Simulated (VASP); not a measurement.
Write the native input for VASP 6.6.1 that does the following.

- Task: single point
- Functional: r2SCAN
- Dispersion: rVV10
- Potentials or basis: VASP PAW PBE potentials, release 64 (Sn_d, Se)
- Cutoff: 520 eV
- k mesh: 12 × 12 × 4
- Occupations: fermi-dirac, width 0.02 eV
- Spin: no spin polarisation
- Dipole correction: no
- Further INCAR settings: ALGO = Normal; EDIFF = 1e-06; NBANDS = 20

The system is SnSe2.

```
CELL_PARAMETERS angstrom
3.82515 0.00000 0.00000
-1.91257 3.31268 0.00000
0.00000 0.00000 6.22708
ATOMIC_POSITIONS crystal
Sn 0.00000 0.00000 0.00000
Se 0.33333 0.66667 0.25308
Se 0.66667 0.33333 0.74692
```

The input as run:

POSCAR

```
SnSe2
1.0
    3.8251491970      0.0000000000      0.0000000000
   -1.9125745985      3.3126763779      0.0000000000
    0.0000000000      0.0000000000      6.2270814990
Sn Se
1 2
Direct
    0.0000000000      0.0000000000      0.0000000000
    0.3333333333      0.6666666667      0.2530781084
    0.6666666667      0.3333333333      0.7469218916
```

INCAR.step1

```
SYSTEM = SnSe2
ALGO = Normal
EDIFF = 1E-4
ENCUT = 520
GGA = PE
ISMEAR = -1
LASPH = .TRUE.
LCHARG = .FALSE.
LREAL = .FALSE.
LWAVE = .TRUE.
NBANDS = 20
NELM = 60
PREC = Accurate
SIGMA = 0.02
```

INCAR.step2

```
SYSTEM = SnSe2
ALGO = Normal
BPARAM = 11.95
CPARAM = 0.0093
EDIFF = 1E-6
ENCUT = 520
ISIF = 2
ISMEAR = -1
ISTART = 1
IVDW_NL = 2
LASPH = .TRUE.
LCHARG = .TRUE.
LELF = .TRUE.
LMIXTAU = .TRUE.
LREAL = .FALSE.
LUSE_VDW = .TRUE.
LVHAR = .TRUE.
LWAVE = .FALSE.
METAGGA = R2SCAN
NBANDS = 20
NELM = 60
PREC = Accurate
SIGMA = 0.02
```

KPOINTS

```
k-points
0
G
  12 12 4
  0 0 0
```

Potentials or basis: VASP PAW PBE potentials, release 64 (Sn_d, Se).

Run with:

```bash
$ cat potpaw_PBE.64/Sn_d/POTCAR potpaw_PBE.64/Se/POTCAR > POTCAR
$ cp INCAR.step1 INCAR
$ mpirun -np 1 vasp_std > vasp.out
$ cp INCAR.step2 INCAR
$ mpirun -np 1 vasp_std > vasp.out
```

Results of the run:

The pressure is 0.2 GPa. The largest force is 0.031 eV/Å and the band gap on the k mesh is 0.99 eV (least direct gap 1.47 eV).

Caveat: the PAW data sets were made with another functional, which shifts forces and pressure a little; spin-orbit coupling is left out, which moves the levels of the heavy elements.

Run time: 3.4 min on 1 thread of AMD EPYC 9R45 96-Core Processor (Zen 5), with other jobs on the host, peak memory 0.38 GiB.
